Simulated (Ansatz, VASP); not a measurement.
## One calculation of Mo, two programs

INCAR

```
PREC = Accurate ; ENCUT = 600
EDIFF = 1E-7 ; ISMEAR = -1
SIGMA = 0.08 ; LREAL = False
LASPH = True ; NELM = 60
ALGO = Normal ; ISIF = 3
LWAVE = False ; LCHARG = False
GGA = CA ; IBRION = 2
NSW = 100 ; EDIFFG = -0.002
```

KPOINTS

```
Automatic mesh
0
Gamma
  20 20 20
```

File POSCAR:

```
Mo
1.0
   -1.5734150000      1.5734150000      1.5734150000
    1.5734150000     -1.5734150000      1.5734150000
    1.5734150000      1.5734150000     -1.5734150000
Mo
1
Direct
    0.0000000000      0.0000000000      0.0000000000
```

Input for Ansatz:

```yaml
crystal:
  lattice:
    - [-1.573415, 1.573415, 1.573415]
    - [1.573415, -1.573415, 1.573415]
    - [1.573415, 1.573415, -1.573415]
  atoms:
    - { symbol: Mo, position: [0.0, 0.0, 0.0] }
kpoints:
  mp_grid: { grid: [20, 20, 20] }
scf:
  occupations: { method: fermi_dirac, width: 0.08 }
hamiltonian:
  xc: lda
  pseudopotentials: { kind: paw }
relax:
  f_tol: 0.002
  max_steps: 80
  cell: {}
output:
  forces: true
  stress: true
```

Alike in both runs: task relaxation of cell and atoms; functional LDA; k mesh 20 × 20 × 20; occupations fermi-dirac, width 0.08 eV; no spin polarisation.

|  | VASP | Ansatz |
| --- | --- | --- |
| version | VASP 6.6.1 | Ansatz 0.2.0 |
| potentials or method | VASP PAW LDA potentials, release 64 (Mo_sv) | PAW with Ansatz's default frozen-core files, scalar-relativistic |
| plane-wave cutoff (eV) | 600 | 420 |
| valence electrons in the cell | 14 | 14 |

Ansatz gave:

* relaxed volume (Å³/atom): 15.07
* relaxed cell length with the largest relative difference (Å): 2.695

Task: Which values does VASP return?

Result: Relaxed volume (Å³/atom): 15.13; relaxed cell length with the largest relative difference (Å): 2.698.

LDA's correlation is that of Perdew and Zunger in VASP and of Perdew and Wang (1992) in Ansatz.
